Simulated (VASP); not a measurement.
# Si in VASP: a series of runs

The runs below take Si through single point, with PBE.

Everything below comes from runs of VASP 6.6.1. Logs are shortened: lines on timing, memory, paths and dates and some standing lists are left out, and cuts for length are marked.

### 1 The cell of the first run

The cell holds a wire or tube with vacuum around it, 1 atom: a = 9.000 Å, b = 9.300 Å, c = 2.132 Å, α = 90.00°, β = 90.00°, γ = 90.00°.

### 2 Single point, PBE, collinear spin

INCAR

```
PREC = Accurate ; ENCUT = 520
EDIFF = 1E-6 ; ISMEAR = 0
SIGMA = 0.05 ; LREAL = F
LASPH = T ; NELM = 150
ALGO = Normal ; ISIF = 2
LWAVE = F ; LCHARG = T
ISPIN = 2 ; MAGMOM = 0.5
LORBIT = 11 ; GGA = PE
LELF = T ; LVHAR = T
NBANDS = 12
```

KPOINTS

```
regular mesh
0
Gamma
  1 1 30
```

POSCAR

```
Si
1.0
    9.0000000000      0.0000000000      0.0000000000
    0.0000000000      9.3000000000      0.0000000000
    0.0000000000      0.0000000000      2.1315955182
Si
1
Direct
    0.5000000000      0.5000000000      0.0000000000
```

Potentials or basis: VASP PAW PBE potentials, release 64 (Si).

Started as:

```
$ cat potpaw_PBE.64/Si/POTCAR > POTCAR
$ mpirun -np 1 vasp_std > vasp.out
```

OUTCAR:

```text
PREC = Accurate
   ENCUT = 520
   EDIFF = 1E-6
   ISMEAR = 0
   LREAL = F
   LASPH = T
   NELM = 150
   ISIF = 2
   ISPIN = 2
   LORBIT = 11
   GGA = PE

 ion  position               nearest neighbor table
   1  0.500  0.500  0.000-

  LATTYP: Found a simple orthorhombic cell.
 ALAT       =     2.1315955182
 B/A-ratio  =     4.2221893990
 C/A-ratio  =     4.3629290457

  Lattice vectors:

 A1 = (   0.0000000000,   0.0000000000,   2.1315955182)
 A2 = (   9.0000000000,   0.0000000000,   0.0000000000)
 A3 = (   0.0000000000,   9.3000000000,   0.0000000000)

Analysis of symmetry for initial positions (statically):
=====================================================================
 Subroutine PRICEL returns:
 Original cell was already a primitive cell.

 Routine SETGRP: Setting up the symmetry group for a
 simple orthorhombic supercell.

 Subroutine GETGRP returns: Found  8 space group operations
 (whereof  8 operations were pure point group operations)
 out of a pool of  8 trial point group operations.

The static configuration has the point symmetry D_2h.

Analysis of symmetry for dynamics (positions and initial velocities):
=====================================================================
 Subroutine PRICEL returns:
 Original cell was already a primitive cell.

 Routine SETGRP: Setting up the symmetry group for a
 simple orthorhombic supercell.

 Subroutine GETGRP returns: Found  8 space group operations
 (whereof  8 operations were pure point group operations)
 out of a pool of  8 trial point group operations.

The dynamic configuration has the point symmetry D_2h.

Analysis of structural, dynamic, and magnetic symmetry:
=====================================================================
 Subroutine PRICEL returns:
 Original cell was already a primitive cell.

 Routine SETGRP: Setting up the symmetry group for a
 simple orthorhombic supercell.

 Subroutine GETGRP returns: Found  8 space group operations
 (whereof  8 operations were pure point group operations)
 out of a pool of  8 trial point group operations.

The overall configuration has the point symmetry D_2h.

 Subroutine INISYM returns: Found  8 space group operations
 (whereof  8 operations are pure point group operations),
 and found     1 'primitive' translations

----------------------------------------------------------------------------------------

                                     Primitive cell

  volume of cell :     178.4145

  direct lattice vectors                    reciprocal lattice vectors
     9.000000000  0.000000000  0.000000000     0.111111111  0.000000000  0.000000000
     0.000000000  9.300000000  0.000000000     0.000000000  0.107526882  0.000000000
     0.000000000  0.000000000  2.131595518     0.000000000  0.000000000  0.469132155

  length of vectors
     9.000000000  9.300000000  2.131595518     0.111111111  0.107526882  0.469132155

  position of ions in fractional coordinates (direct lattice)
     0.500000000  0.500000000  0.000000000

  ion indices of the primitive-cell ions
   primitive index   ion index
                 1           1

----------------------------------------------------------------------------------------

 KPOINTS: regular mesh

Automatic generation of k-mesh.
 Grid dimensions read from file:
 generate k-points for:    1    1   30

 Generating k-lattice:

  Cartesian coordinates                     Fractional coordinates (reciprocal lattice)
     0.111111111  0.000000000  0.000000000     1.000000000  0.000000000  0.000000000
     0.000000000  0.107526882  0.000000000     0.000000000  1.000000000  0.000000000
     0.000000000  0.000000000  0.015637739     0.000000000  0.000000000  0.033333333

  Length of vectors
     0.111111111  0.107526882  0.015637739

  Shift w.r.t. Gamma in fractional coordinates (k-lattice)
     0.000000000  0.000000000  0.000000000

 Subroutine IBZKPT returns following result:
 ===========================================

 Found     16 irreducible k-points:

 Following reciprocal coordinates:
            Coordinates               Weight
  0.000000  0.000000  0.000000      1.000000
  0.000000  0.000000  0.033333      2.000000
  0.000000  0.000000  0.066667      2.000000
  0.000000  0.000000  0.100000      2.000000
  0.000000  0.000000  0.133333      2.000000
  0.000000  0.000000  0.166667      2.000000
[... 8 lines left out ...]
  0.000000  0.000000  0.466667      2.000000
  0.000000  0.000000  0.500000      1.000000
   k-points           NKPTS =     16   k-points in BZ     NKDIM =     16   number of bands    NBANDS=     12
   number of dos      NEDOS =    301   number of ions     NIONS =      1
   total plane-waves  NPLWV =  78400
   dimension x,y,z NGX =    70 NGY =   70 NGZ =   16
   dimension x,y,z NGXF=   140 NGYF=  140 NGZF=   32
   ions per type =               1
   NGX,Y,Z   is equivalent  to a cutoff of  12.93, 12.51, 12.48 a.u.
   NGXF,Y,Z  is equivalent  to a cutoff of  25.86, 25.03, 24.96 a.u.
 SYSTEM =  unknown system
   PREC   = accura    normal or accurate (medium, high low for compatibility)
   ISTART =      0    job   : 0-new  1-cont  2-samecut
   ICHARG =      2    charge: 1-file 2-atom 10-const
   ISPIN  =      2    spin polarized calculation?
   LNONCOLLINEAR =      F non collinear calculations
   LSORBIT =      F    spin-orbit coupling
   LASPH  =      T    aspherical Exc in radial PAW
   ENCUT  =  520.0 eV  38.22 Ry    6.18 a.u.  16.73 17.29  3.96*2*pi/ulx,y,z
   NELM   =    150;   NELMIN=  2; NELMDL= -5     # of ELM steps
   EDIFF  = 0.1E-05   stopping-criterion for ELM
   LREAL  =      F    real-space projection
   EDIFFG = 0.1E-04   stopping-criterion for IOM
   NSW    =      0    number of steps for IOM
   IBRION =     -1    ionic relax: 0-MD 1-quasi-New 2-CG
   NFREE  =      0    steps in history (QN), initial steepest desc. (CG)
   ISIF   =      2    stress and relaxation
   ISYM   =      2    0-nonsym 1-usesym 2-fastsym
   POTIM  = 0.5000    time-step for ionic-motion
   TEBEG  =    0.0;   TEEND  =   0.0 temperature during run
   PSTRESS=    0.0 pullay stress
   NELECT =       4.0000    total number of electrons
   NUPDOWN=      -1.0000    fix difference up-down
   EMIN   =  10.00;   EMAX   =-10.00  energy-range for DOS
   EFERMI =   0.00;   METHOD = LEGACY
   ISMEAR =     0;   SIGMA  =   0.05  broadening in eV -4-tet -1-fermi 0-gaus
   EFERMI_NEDOS =   21; number of points for ismear=-14 and -15
   IALGO  =     38    algorithm
   IMIX   =      4    mixing-type and parameters
     AMIX     =   0.40;   BMIX     =  1.00
     AMIX_MAG =   1.60;   BMIX_MAG =  1.00
  volume/ion in A,a.u.               =     178.41      1204.00
  Fermi-wavevector in a.u.,A,eV,Ry     =   0.461620  0.872336  2.899308  0.213093
  Thomas-Fermi vector in A             =   1.448759
   LORBIT       =     11    0 simple, 1 ext, 2 COOP (PROOUT), +10 PAW based schemes
   GGA     = PE    functional components
   LHFCALC =     F    Hartree Fock is set to
   AEXX    =    0.0000 exact exchange contribution
   IVDW    =     0    specifies the selected vdW correction
   LEPSILON=     F    determine dielectric tensor
   LRPA    =     F    only Hartree local field effects (RPA)
 spin polarized calculation
 Gauss-broadening in eV      SIGMA  =   0.05
  energy-cutoff  :      520.00
  volume of cell :      178.41
 maximum number of plane-waves:      4852
 NGX is ok and might be reduce to    70

 number of electron       4.0000000 magnetization       0.0587308

 Free energy of the ion-electron system (eV)
  ---------------------------------------------------
  ext. energy  EPLUGINS =         0.00000000
  ---------------------------------------------------
  free energy    TOTEN  =        -3.38119317 eV

  energy without entropy =       -3.37899956  energy(sigma->0) =       -3.38009637

 E-fermi :  -3.8763     XC(G=0):  -2.2957

 val. band max:       -4.0747941716   @ k =   0.0000   0.0000   0.4667
 cond. band min:      -3.8741294323   @ k =   0.0000   0.0000   0.2333
 fundamental gap:      0.2006647393
 Fermi energy:        -3.8763385662

 spin component 1

 k-point     1 :       0.0000    0.0000    0.0000
  band No.  band energies     occupation
      1     -13.6847      1.00000
      2      -5.5184      1.00000
      3      -5.5175      1.00000
      4      -0.1622      0.00000
      5       1.0942      0.00000
      6       1.6167      0.00000
      7       2.1285      0.00000
      8       2.2599      0.00000
      9       2.4081      0.00000
     10       3.9321      0.00000
     11       4.0532      0.00000
     12       4.1373      0.00000
[... 211 lines left out ...]
 k-point    16 :       0.0000    0.0000    0.5000
  band No.  band energies     occupation
      1      -7.5350      1.00000
      2      -4.4334      1.00000
      3       1.4250      0.00000
      4       1.4256      0.00000
      5       2.7472      0.00000
      6       2.7480      0.00000
      7       7.9317      0.00000
      8       8.4836      0.00000
      9       8.8839      0.00000
     10       9.1552      0.00000
     11       9.6255      0.00000
     12      10.4458      0.00000
 Fermi energy:        -3.8763385662

 spin component 2

 k-point     1 :       0.0000    0.0000    0.0000
  band No.  band energies     occupation
      1     -13.6401      1.00000
      2      -5.4542      1.00000
      3      -5.4540      1.00000
      4      -0.1425      0.00000
      5       1.1235      0.00000
      6       1.6563      0.00000
      7       2.1459      0.00000
      8       2.2776      0.00000
      9       2.4202      0.00000
     10       3.9701      0.00000
     11       4.0712      0.00000
     12       4.1559      0.00000
[... 211 lines left out ...]
 k-point    16 :       0.0000    0.0000    0.5000
  band No.  band energies     occupation
      1      -7.5068      1.00000
      2      -4.3664      1.00000
      3       1.4957      0.00000
      4       1.4964      0.00000
      5       2.8026      0.00000
      6       2.8028      0.00000
      7       7.9535      0.00000
      8       8.5010      0.00000
      9       8.9269      0.00000
     10       9.2073      0.00000
     11       9.6477      0.00000
     12      10.3083      0.00000

------------------------ aborting loop because EDIFF is reached ----------------------------------------

  FORCE on cell =-STRESS in cart. coord.  units (eV):
  Direction    XX          YY          ZZ          XY          YZ          ZX
  --------------------------------------------------------------------------------------
  -------------------------------------------------------------------------------------
  Total        0.0183742      0.0126361      1.8740816      0.0000000      0.0000000      0.0000000
  in kB        0.1650018      0.1134735     16.8294075      0.0000000      0.0000000      0.0000000
  external PRESSURE =       5.7026276 kB  Pullay stress =       0.0000000 kB

 VOLUME and BASIS-vectors are now :
 -----------------------------------------------------------------------------
  energy-cutoff  :      520.00
  volume of cell :      178.41
      direct lattice vectors                 reciprocal lattice vectors
     9.000000000  0.000000000  0.000000000     0.111111111  0.000000000  0.000000000
     0.000000000  9.300000000  0.000000000     0.000000000  0.107526882  0.000000000
     0.000000000  0.000000000  2.131595518     0.000000000  0.000000000  0.469132155

 POSITION                                       TOTAL-FORCE (eV/Angst)
 -----------------------------------------------------------------------------------
      4.50000      4.65000      0.00000         0.000000      0.000000      0.000000
 -----------------------------------------------------------------------------------
    total drift:                               -0.000000      0.000000     -0.000000

  FREE ENERGIE OF THE ION-ELECTRON SYSTEM (eV)
  ---------------------------------------------------
  free  energy   TOTEN  =        -3.3811931735 eV

  energy  without entropy=       -3.3789995646  energy(sigma->0) =       -3.38009637

 total charge

# of ion       s       p       d       tot
------------------------------------------
    1        0.822   0.859   0.000   1.681

 magnetization (x)

# of ion       s       p       d       tot
------------------------------------------
    1        0.000   0.016   0.000   0.016
```

It took 75 s on 1 thread of Intel Xeon Platinum 8488C (Sapphire Rapids), shared host; peak memory 0.32 GiB.

Results:

| Quantity | Value |
| --- | --- |
| Free energy | -3.3812 eV |
| Net moment | 0.06 μB per cell |
| Valence electrons inside the program's atomic spheres | Si 1.68 |

Levels at points of the mesh, in eV from the Fermi level:
Spin up:
```tsv
k point	band 1	band 2	band 3	band 4	band 5
(0.00, 0.00, 0.00)	-9.81	-1.64	-1.64	3.71	4.97
(0.00, 0.00, 0.50)	-3.66	-0.56	5.30	5.30	6.62
```
Spin down:
```csv
k point,band 1,band 2,band 3,band 4,band 5,band 6,band 7
"(0.00, 0.00, 0.00)",-9.76,-1.58,-1.58,3.73,5.00,5.53,6.02
"(0.00, 0.00, 0.50)",-3.63,-0.49,5.37,5.37,6.68,6.68,11.83
```

Caveat: a moment this small can come from the mesh or the smearing.

### 3 Single point, PBE, collinear spin

This run uses another cell than the first one: it holds 2 atoms, not 1.

INCAR

```
SYSTEM = Si
  ALGO = Normal
  EDIFF = 1E-6
  ENCUT = 520
  GGA = PE
  ISIF = 2
  ISMEAR = 0
  ISPIN = 2
  LASPH = .True.
  LCHARG = .False.
  LORBIT = 11
  LREAL = .False.
  LWAVE = .False.
  MAGMOM = 0.5 0.5
  NBANDS = 15
  NELM = 150
  PREC = Accurate
  SIGMA = 0.05
```

KPOINTS

```
k-points
0
Gamma
  1 1 15
  0 0 0
```

POSCAR

```
Si
1.0
    9.0000000000      0.0000000000      0.0000000000
    0.0000000000      9.3000000000      0.0000000000
    0.0000000000      0.0000000000      4.2631910364
Si
2
Direct
    0.5000000000      0.5000000000      0.0000000000
    0.5000000000      0.5000000000      0.4650000000
```

Potentials or basis: VASP PAW PBE potentials, release 64 (Si).

Started as:

```
$ cat potpaw_PBE.64/Si/POTCAR > POTCAR
$ mpirun -np 1 vasp_std > vasp.out
```

Wall time 2 min (1 thread of Intel Xeon Platinum 8488C (Sapphire Rapids), shared host); peak memory 0.51 GiB.

The run converged. Its results:

```yaml
Free_energy: -6.5128 eV
Largest_force: 3.427 eV/Å
Net_moment: 0.39 μB per cell
Site_moments: Si +0.08 μB
Valence_electrons_inside_the_program's_atomic_spheres: Si 1.69
```

Forces in eV/Å, atoms in the order of the input:
```
Si   0.000  0.000 -3.427
Si   0.000  0.000  3.427
```

Levels at points of the mesh, in eV from the Fermi level:
Spin up:
| k point | band 2 | band 3 | band 4 | band 5 | band 6 | band 7 |
| --- | --- | --- | --- | --- | --- | --- |
| (0.00, 0.00, 0.00) | -3.43 | -1.54 | -1.54 | -0.49 | 3.92 | 5.17 |
Spin down:
```csv
k point,band 1,band 2,band 3,band 4,band 5,band 6,band 7,band 8,band 9
"(0.00, 0.00, 0.00)",-9.54,-3.37,-1.32,-1.32,-0.22,3.97,5.24,5.69,5.69
```

Caveat: a moment this small can come from the mesh or the smearing.

### 4 Single point, PBE, collinear spin

This run uses another cell than the first one: it holds 2 atoms, not 1.

INCAR

```
SYSTEM = Si
PREC     = Accurate       ! precision mode
ENCUT    = 520            ! plane-wave cutoff, eV
EDIFF    = 1E-6           ! SCF threshold, eV
ISMEAR   = 0              ! smearing method
SIGMA    = 0.05           ! smearing width, eV
LREAL    = .False.        ! projectors in reciprocal space
LASPH    = .True.         ! aspherical terms in the spheres
NELM     = 150            ! most SCF steps
ALGO     = Normal         ! electronic algorithm
ISIF     = 2              ! what is computed and relaxed
LWAVE    = .False.        ! write WAVECAR
LCHARG   = .False.        ! write CHGCAR
ISPIN    = 2              ! spin polarisation
MAGMOM   = 0.5 0.5        ! initial moments
LORBIT   = 11             ! projections on sites
GGA      = PE             ! functional
NBANDS   = 15             ! bands
```

KPOINTS

```
regular mesh
0
Gamma
  1 1 15
  0 0 0
```

POSCAR

```
Si
1.0
    9.0000000000      0.0000000000      0.0000000000
    0.0000000000      9.3000000000      0.0000000000
    0.0000000000      0.0000000000      4.4290092741
Si
2
Direct
    0.5000000000      0.5000000000     -0.0174491456
    0.5000000000      0.5000000000      0.4824491456
```

Started as:

```
$ cat potpaw_PBE.64/Si/POTCAR > POTCAR
$ mpirun -np 1 vasp_std > vasp.out
```

Wall time 2 min (1 thread of Intel Xeon Platinum 8488C (Sapphire Rapids), shared host); peak memory 0.52 GiB.

Results (log left out):

- Free energy: -6.8122 eV
- Largest force: 0.007 eV/Å
- Net moment: 0.06 μB per cell
- Valence electrons inside the program's atomic spheres: Si 1.63

Forces in eV/Å, atoms in the order of the input:
```
Si   0.000  0.000 -0.007
Si   0.000  0.000  0.007
```

Levels at points of the mesh, in eV from the Fermi level:
Spin up:
| k point | band 1 | band 2 | band 3 | band 4 | band 5 | band 6 | band 7 | band 8 |
| --- | --- | --- | --- | --- | --- | --- | --- | --- |
| (0.00, 0.00, 0.00) | -9.38 | -3.43 | -1.33 | -1.33 | -1.08 | 3.84 | 4.88 | 4.88 |
Spin down:
| k point | band 1 | band 2 | band 3 | band 4 | band 5 | band 6 | band 7 | band 8 |
| --- | --- | --- | --- | --- | --- | --- | --- | --- |
| (0.00, 0.00, 0.00) | -9.35 | -3.41 | -1.31 | -1.31 | -1.04 | 3.85 | 4.92 | 4.92 |

### 5 Overview

```csv
cell,k mesh,gap on the mesh (eV),moment (μB),largest force (eV/Å)
"a = 9.000, b = 9.300, c = 2.132 Å, 1 atom, atomic positions A",1 × 1 × 30,none,0.06,-
"a = 9.000, b = 9.300, c = 4.263 Å, 2 atoms, atomic positions B",1 × 1 × 15,none,0.39,3.43
"a = 9.000, b = 9.300, c = 4.429 Å, 2 atoms, atomic positions C",1 × 1 × 15,none,0.06,0.01
```

Alike in all rows: task single point; level PBE; potentials or basis VASP PAW PBE potentials, release 64 (Si); spin collinear; cutoff (eV) 520; smearing gaussian 0.05 eV.

Caveats: a moment this small can come from the mesh or the smearing (at least some runs).

Total energies depend on the potentials used, so only differences within one code and one set of settings carry meaning.

The gap in the log of VASP goes by the Fermi energy; the results here count the filled bands.